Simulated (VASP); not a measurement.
# AlRu3 (Cmmm) in VASP: single point with PBEsol

Aim: the single point of AlRu3 with PBEsol.

Everything below comes from runs of VASP 6.6.1. Logs are shortened: lines on timing, memory, paths and dates and some standing lists are left out, and cuts for length are marked.

### 1 The cell of the first run

The structure is orthorhombic, space group Cmmm (No. 65). Conventional cell: a = 3.317 Å, b = 4.718 Å, c = 9.188 Å, α = 90.00°, β = 90.00°, γ = 90.00°. Within 3.8 Å of Al (site symmetry mmm) lie 8 Ru at 2.85 to 3.31 Å and 6 Al at 2.88 to 3.32 Å. Ru (site symmetry mm2) has 10 Ru at 2.82 to 3.32 Å and 4 Al at 2.85 to 3.31 Å within 3.7 Å. Ru (site symmetry mmm) has 14 Ru at 2.82 to 3.32 Å within 3.7 Å.

### 2 Single point, PBEsol (Ag replaced by Ru, lengths x 1.003, strained)

INCAR

```
SYSTEM = AlRu3
ALGO     = Normal         ! electronic algorithm
EDIFF    = 1E-6           ! SCF threshold, eV
ENCUT    = 520            ! plane-wave cutoff, eV
GGA      = PS             ! functional
ISIF     = 2              ! what is computed and relaxed
ISMEAR   = 0              ! smearing method
LASPH    = .True.         ! aspherical terms in the spheres
LCHARG   = .False.        ! write CHGCAR
LREAL    = .False.        ! projectors in reciprocal space
LWAVE    = .False.        ! write WAVECAR
NBANDS   = 30             ! bands
NELM     = 100            ! most SCF steps
PREC     = Accurate       ! precision mode
SIGMA    = 0.1            ! smearing width, eV
```

KPOINTS

```
k-points
0
Gamma
  16 16 6
  0 0 0
```

POSCAR

```
AlRu3
1.0
    1.6586387061     -2.3589815507      0.0000000000
    1.6586387061      2.3589815507      0.0000000000
    0.0000000000      0.0000000000      9.1883894761
Al Ru
1 3
Direct
    0.0000000000      0.0000000000      0.0000000000
    0.5000000000      0.5000000000      0.7479945975
    0.0000000000      0.0000000000      0.5000000000
    0.5000000000      0.5000000000      0.2520054025
```

Potentials or basis: VASP PAW PBE potentials, release 64 (Al, Ru_pv).

Launch:

```console
$ cat potpaw_PBE.64/Al/POTCAR potpaw_PBE.64/Ru_pv/POTCAR > POTCAR
$ mpirun -np 1 vasp_std > vasp.out
```

OUTCAR:

```text
SYSTEM = AlRu3
   EDIFF = 1E-6
   ENCUT = 520
   GGA = PS
   ISIF = 2
   ISMEAR = 0
   LASPH = .True.
   LREAL = .False.
   NELM = 100
   PREC = Accurate

 ion  position               nearest neighbor table
   1  0.000  0.000  0.000-   4 2.85   4 2.85   2 2.85   2 2.85   4 3.31   4 3.31   2 3.31   2 3.31

   2  0.500  0.500  0.748-   3 2.82   3 2.82   1 2.85   1 2.85   3 3.28   3 3.28   1 3.31   1 3.31

   3  0.000  0.000  0.500-   2 2.82   2 2.82   4 2.82   4 2.82   2 3.28   2 3.28   4 3.28   4 3.28

   4  0.500  0.500  0.252-   3 2.82   3 2.82   1 2.85   1 2.85   3 3.28   3 3.28   1 3.31   1 3.31

  LATTYP: Found a base centered orthorhombic cell.
 ALAT       =     3.3172774122
 B/A-ratio  =     1.4222395402
 C/A-ratio  =     2.7698586324

  Lattice vectors:

 A1 = (   1.6586387061,  -2.3589815507,   0.0000000000)
 A2 = (   1.6586387061,   2.3589815507,   0.0000000000)
 A3 = (   0.0000000000,   0.0000000000,   9.1883894761)

Analysis of symmetry for initial positions (statically):
=====================================================================
 Subroutine PRICEL returns:
 Original cell was already a primitive cell.

 Routine SETGRP: Setting up the symmetry group for a
 base centered orthorhombic supercell.

 Subroutine GETGRP returns: Found  8 space group operations
 (whereof  8 operations were pure point group operations)
 out of a pool of  8 trial point group operations.

The static configuration has the point symmetry D_2h.

Analysis of symmetry for dynamics (positions and initial velocities):
=====================================================================
 Subroutine PRICEL returns:
 Original cell was already a primitive cell.

 Routine SETGRP: Setting up the symmetry group for a
 base centered orthorhombic supercell.

 Subroutine GETGRP returns: Found  8 space group operations
 (whereof  8 operations were pure point group operations)
 out of a pool of  8 trial point group operations.

The dynamic configuration has the point symmetry D_2h.

 Subroutine INISYM returns: Found  8 space group operations
 (whereof  8 operations are pure point group operations),
 and found     1 'primitive' translations

----------------------------------------------------------------------------------------

                                     Primitive cell

  volume of cell :      71.9028

  direct lattice vectors                    reciprocal lattice vectors
     1.658638706 -2.358981551  0.000000000     0.301452027 -0.211955876  0.000000000
     1.658638706  2.358981551  0.000000000     0.301452027  0.211955876  0.000000000
     0.000000000  0.000000000  9.188389476     0.000000000  0.000000000  0.108833001

  length of vectors
     2.883726116  2.883726116  9.188389476     0.368508640  0.368508640  0.108833001

  position of ions in fractional coordinates (direct lattice)
     0.000000000  0.000000000  0.000000000
     0.500000000  0.500000000  0.747994597
     0.000000000  0.000000000  0.500000000
     0.500000000  0.500000000  0.252005402

  ion indices of the primitive-cell ions
   primitive index   ion index
                 1           1
                 2           2
                 3           3
                 4           4

----------------------------------------------------------------------------------------

 KPOINTS: k-points

Automatic generation of k-mesh.
 Grid dimensions read from file:
 generate k-points for:   16   16    6

 Generating k-lattice:

  Cartesian coordinates                     Fractional coordinates (reciprocal lattice)
     0.018840752 -0.013247242  0.000000000     0.062500000  0.000000000  0.000000000
     0.018840752  0.013247242  0.000000000     0.000000000  0.062500000  0.000000000
     0.000000000  0.000000000  0.018138833     0.000000000  0.000000000  0.166666667

  Length of vectors
     0.023031790  0.023031790  0.018138833

  Shift w.r.t. Gamma in fractional coordinates (k-lattice)
     0.000000000  0.000000000  0.000000000

 Subroutine IBZKPT returns following result:
 ===========================================

 Found    292 irreducible k-points:

 Following reciprocal coordinates:
            Coordinates               Weight
  0.000000  0.000000  0.000000      1.000000
  0.062500  0.000000  0.000000      4.000000
  0.125000  0.000000  0.000000      4.000000
  0.187500  0.000000  0.000000      4.000000
  0.250000  0.000000  0.000000      4.000000
  0.312500  0.000000  0.000000      4.000000
[... 16 lines left out ...]
 -0.125000  0.062500  0.000000      4.000000
 -0.062500  0.062500  0.000000      2.000000
 [... further k-points ...]
   k-points           NKPTS =    292   k-points in BZ     NKDIM =    292   number of bands    NBANDS=     30
   number of dos      NEDOS =    301   number of ions     NIONS =      4
   total plane-waves  NPLWV =  40320
   dimension x,y,z NGX =    24 NGY =   24 NGZ =   70
   dimension x,y,z NGXF=    48 NGYF=   48 NGZF=  140
   ions per type =               1   3
   NGX,Y,Z   is equivalent  to a cutoff of  13.84, 13.84, 12.67 a.u.
   NGXF,Y,Z  is equivalent  to a cutoff of  27.67, 27.67, 25.33 a.u.
 SYSTEM =  AlRu3
   PREC   = accura    normal or accurate (medium, high low for compatibility)
   ISTART =      0    job   : 0-new  1-cont  2-samecut
   ICHARG =      2    charge: 1-file 2-atom 10-const
   ISPIN  =      1    spin polarized calculation?
   LNONCOLLINEAR =      F non collinear calculations
   LSORBIT =      F    spin-orbit coupling
   LASPH  =      T    aspherical Exc in radial PAW
   ENCUT  =  520.0 eV  38.22 Ry    6.18 a.u.   5.36  5.36 17.08*2*pi/ulx,y,z
   NELM   =    100;   NELMIN=  2; NELMDL= -5     # of ELM steps
   EDIFF  = 0.1E-05   stopping-criterion for ELM
   LREAL  =      F    real-space projection
   EDIFFG = 0.1E-04   stopping-criterion for IOM
   NSW    =      0    number of steps for IOM
   IBRION =     -1    ionic relax: 0-MD 1-quasi-New 2-CG
   NFREE  =      0    steps in history (QN), initial steepest desc. (CG)
   ISIF   =      2    stress and relaxation
   ISYM   =      2    0-nonsym 1-usesym 2-fastsym
   POTIM  = 0.5000    time-step for ionic-motion
   TEBEG  =    0.0;   TEEND  =   0.0 temperature during run
   PSTRESS=    0.0 pullay stress
   NELECT =      45.0000    total number of electrons
   NUPDOWN=      -1.0000    fix difference up-down
   EMIN   =  10.00;   EMAX   =-10.00  energy-range for DOS
   EFERMI =   0.00;   METHOD = LEGACY
   ISMEAR =     0;   SIGMA  =   0.10  broadening in eV -4-tet -1-fermi 0-gaus
   EFERMI_NEDOS =   21; number of points for ismear=-14 and -15
   IALGO  =     38    algorithm
   IMIX   =      4    mixing-type and parameters
     AMIX     =   0.40;   BMIX     =  1.00
     AMIX_MAG =   1.60;   BMIX_MAG =  1.00
  volume/ion in A,a.u.               =      17.98       121.31
  Fermi-wavevector in a.u.,A,eV,Ry     =   1.400330  2.646240 26.679996  1.960924
  Thomas-Fermi vector in A             =   2.523301
   LORBIT       =      0    0 simple, 1 ext, 2 COOP (PROOUT), +10 PAW based schemes
   GGA     = PS    functional components
   LHFCALC =     F    Hartree Fock is set to
   AEXX    =    0.0000 exact exchange contribution
   IVDW    =     0    specifies the selected vdW correction
   LEPSILON=     F    determine dielectric tensor
   LRPA    =     F    only Hartree local field effects (RPA)
 non-spin polarized calculation
 Gauss-broadening in eV      SIGMA  =   0.10
  energy-cutoff  :      520.00
  volume of cell :       71.90
 maximum number of plane-waves:      1966
 NGX is ok and might be reduce to    24
   NGX = 11   NGY = 11   NGZ = 35

 number of electron      45.0000001 magnetization

 Free energy of the ion-electron system (eV)
  ---------------------------------------------------
  ext. energy  EPLUGINS =         0.00000000
  ---------------------------------------------------
  free energy    TOTEN  =       -31.13478273 eV

  energy without entropy =      -31.09170651  energy(sigma->0) =      -31.11324462

 E-fermi :   7.9142     XC(G=0): -11.9279

 val. band max:        7.9136627068   @ k =   0.2500   0.0625   0.5000
 cond. band min:       7.9142565181   @ k =   0.1250   0.1250   0.0000
 fundamental gap:      0.0005938113
 Fermi energy:         7.9142079430

 k-point     1 :       0.0000    0.0000    0.0000
  band No.  band energies     occupation
      1     -34.8001      2.00000
      2     -34.5651      2.00000
      3     -34.4635      2.00000
      4     -34.4232      2.00000
      5     -34.4056      2.00000
      6     -34.3815      2.00000
[... 22 lines left out ...]
     29      12.2184      0.00000
     30      17.9333      0.00000

 k-point     2 :       0.0625    0.0000    0.0000
  band No.  band energies     occupation
      1     -34.7980      2.00000
      2     -34.5728      2.00000
      3     -34.4699      2.00000
      4     -34.4204      2.00000
      5     -34.4112      2.00000
      6     -34.3856      2.00000
[... 22 lines left out ...]
     29      12.2836      0.00000
     30      16.5651      0.00000

 k-point     3 :       0.1250    0.0000    0.0000
  band No.  band energies     occupation
      1     -34.7922      2.00000
      2     -34.5958      2.00000
      3     -34.4846      2.00000
      4     -34.4292      2.00000
      5     -34.4232      2.00000
      6     -34.3938      2.00000
[... 22 lines left out ...]
     29      12.4556      0.00000
     30      14.8892      0.00000

 k-point     4 :       0.1875    0.0000    0.0000
  band No.  band energies     occupation
      1     -34.7846      2.00000
      2     -34.6334      2.00000
      3     -34.5021      2.00000
      4     -34.4604      2.00000
      5     -34.4550      2.00000
      6     -34.3885      2.00000
[... 616 lines left out ...]
     29      12.5758      0.00000
     30      13.8807      0.00000

 k-point    23 :      -0.1250    0.0625    0.0000
  band No.  band energies     occupation
      1     -34.7926      2.00000
      2     -34.5854      2.00000
      3     -34.4943      2.00000
      4     -34.4244      2.00000
      5     -34.4167      2.00000
      6     -34.3985      2.00000
[... 22 lines left out ...]
     29      12.3997      0.00000
     30      15.4526      0.00000

 k-point    24 :      -0.0625    0.0625    0.0000
  band No.  band energies     occupation
      1     -34.7973      2.00000
      2     -34.5706      2.00000
      3     -34.4781      2.00000
      4     -34.4195      2.00000
      5     -34.4110      2.00000
      6     -34.3867      2.00000
[... 22 lines left out ...]
     29      12.2834      0.00000
     30      16.7072      0.00000

 [... further k-points ...]

------------------------ aborting loop because EDIFF is reached ----------------------------------------

  FORCE on cell =-STRESS in cart. coord.  units (eV):
  Direction    XX          YY          ZZ          XY          YZ          ZX
  --------------------------------------------------------------------------------------
  -------------------------------------------------------------------------------------
  Total      -16.4090029    -14.3461585    -18.3797711      0.0000000      0.0000000      0.0000000
  in kB     -365.6343937   -319.6689646   -409.5481315      0.0000000      0.0000000      0.0000000
  external PRESSURE =    -364.9504966 kB  Pullay stress =       0.0000000 kB

 VOLUME and BASIS-vectors are now :
 -----------------------------------------------------------------------------
  energy-cutoff  :      520.00
  volume of cell :       71.90
      direct lattice vectors                 reciprocal lattice vectors
     1.658638706 -2.358981551  0.000000000     0.301452027 -0.211955876  0.000000000
     1.658638706  2.358981551  0.000000000     0.301452027  0.211955876  0.000000000
     0.000000000  0.000000000  9.188389476     0.000000000  0.000000000  0.108833001

 POSITION                                       TOTAL-FORCE (eV/Angst)
 -----------------------------------------------------------------------------------
      0.00000      0.00000      0.00000        -0.000000      0.000000      0.000000
      1.65864      0.00000      6.87287        -0.000000     -0.000000     -0.241098
      0.00000      0.00000      4.59419        -0.000000     -0.000000      0.000000
      1.65864      0.00000      2.31552         0.000000     -0.000000      0.241098
 -----------------------------------------------------------------------------------
    total drift:                                0.000000     -0.000000      0.000000

  FREE ENERGIE OF THE ION-ELECTRON SYSTEM (eV)
  ---------------------------------------------------
  free  energy   TOTEN  =       -31.1347827293 eV

  energy  without entropy=      -31.0917065127  energy(sigma->0) =      -31.11324462
```

It took 4.7 min on 1 thread of Intel Xeon 6975P-C (Granite Rapids), shared host; peak memory 0.57 GiB.

Results:

* Free energy: -31.1348 eV
* Pressure: -36.5 GPa
* Largest force: 0.241 eV/Å
* Band gap on the k mesh: zero (an odd number of electrons rules out a gap without spin polarisation)

Forces on the atoms (eV/Å):
```
Al   0.000  0.000  0.000
Ru   0.000  0.000 -0.241
Ru   0.000  0.000  0.000
Ru   0.000  0.000  0.241
```

Stress tensor (GPa, compression positive):
```
-36.56   0.00   0.00
  0.00 -31.97   0.00
  0.00   0.00 -40.95
```

Levels at points of the mesh, in eV from the Fermi level:
```
           k point  band 20  band 21  band 22  band 23  band 24  band 25
(0.00, 0.00, 0.00)    -0.45    -0.36    -0.26    -0.16    -0.05     0.11
(0.50, 0.00, 0.00)    -0.25    -0.17    -0.06     0.24     0.36     0.40
(0.50, 0.50, 0.00)    -0.73    -0.32     0.36     1.17     1.38     1.51
(0.00, 0.00, 0.50)    -0.80    -0.40    -0.37    -0.23    -0.15    -0.05
(0.50, 0.00, 0.50)    -0.25    -0.23    -0.13     0.35     0.38     0.42
(0.50, 0.50, 0.50)     0.12     0.25     0.93     1.17     1.36     1.38
```

Caveat: the cell differs from its parent crystal (Ag replaced by Ru, lengths x 1.003, strained); the stress differs along the axes, from -41 to -32 GPa; the PAW data sets were made with another functional, which shifts forces and pressure a little.
